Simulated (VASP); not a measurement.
Set up this calculation in VASP 6.6.1, as the native input.

```yaml
Task: single point
Functional: r2SCAN
Potentials_or_basis: VASP PAW PBE potentials, release 64 (Pb_d, Se)
Cutoff: 520 eV
k_mesh: 14 × 14 × 14
Occupations: gaussian, width 0.1 eV
Spin: no spin polarisation
Dipole_correction: no
Further_INCAR_settings: ALGO = Normal; EDIFF = 1e-06; NBANDS = 17
```

The system is PbSe.

```xyz
2
Lattice="3.7670 0.0000 0.0000 0.0000 3.7670 0.0000 0.0000 0.0000 3.7670" Properties=species:S:1:pos:R:3 pbc="T T T"
Pb    1.8835    1.8835    1.8835
Se    0.0000    0.0000    0.0000
```

One way to write it, as run:

POSCAR

```
PbSe
1.0
    3.7669584707      0.0000000000      0.0000000000
    0.0000000000      3.7669584707      0.0000000000
    0.0000000000      0.0000000000      3.7669584707
Pb Se
1 1
Direct
    0.5000000000      0.5000000000      0.5000000000
    0.0000000000      0.0000000000      0.0000000000
```

INCAR.step1

```
SYSTEM = PbSe
  ALGO = Normal
  EDIFF = 1E-4
  ENCUT = 520
  GGA = PE
  ISMEAR = 0
  LASPH = .TRUE.
  LCHARG = .FALSE.
  LREAL = .FALSE.
  LWAVE = .TRUE.
  NBANDS = 17
  NELM = 60
  PREC = Accurate
  SIGMA = 0.1
```

INCAR.step2

```
SYSTEM = PbSe
  ALGO = Normal
  EDIFF = 1E-6
  ENCUT = 520
  ISIF = 2
  ISMEAR = 0
  ISTART = 1
  LASPH = .TRUE.
  LCHARG = .TRUE.
  LELF = .TRUE.
  LMIXTAU = .TRUE.
  LREAL = .FALSE.
  LVHAR = .TRUE.
  LWAVE = .FALSE.
  METAGGA = R2SCAN
  NBANDS = 17
  NELM = 60
  PREC = Accurate
  SIGMA = 0.1
```

KPOINTS

```
k-points
0
G
  14 14 14
  0 0 0
```

Potentials or basis: VASP PAW PBE potentials, release 64 (Pb_d, Se).

Launch:

```console
$ cat potpaw_PBE.64/Pb_d/POTCAR potpaw_PBE.64/Se/POTCAR > POTCAR
$ cp INCAR.step1 INCAR
$ mpirun -np 1 vasp_std > vasp.out
$ cp INCAR.step2 INCAR
$ mpirun -np 1 vasp_std > vasp.out
```

It gave:

```yaml
Pressure: 0.0 GPa
Band_gap_on_the_k_mesh: zero (bands 10 and 11 overlap by 0.52 eV)
```

Caveat: semilocal functionals underestimate gaps, and a narrow one can read as zero; the PAW data sets were made with another functional, which shifts forces and pressure a little; spin-orbit coupling is left out, which moves the levels of the heavy elements.

It took 120 s on 1 thread of Intel(R) Xeon(R) 6975P-C (Granite Rapids) (shared host), peak memory 0.25 GiB.
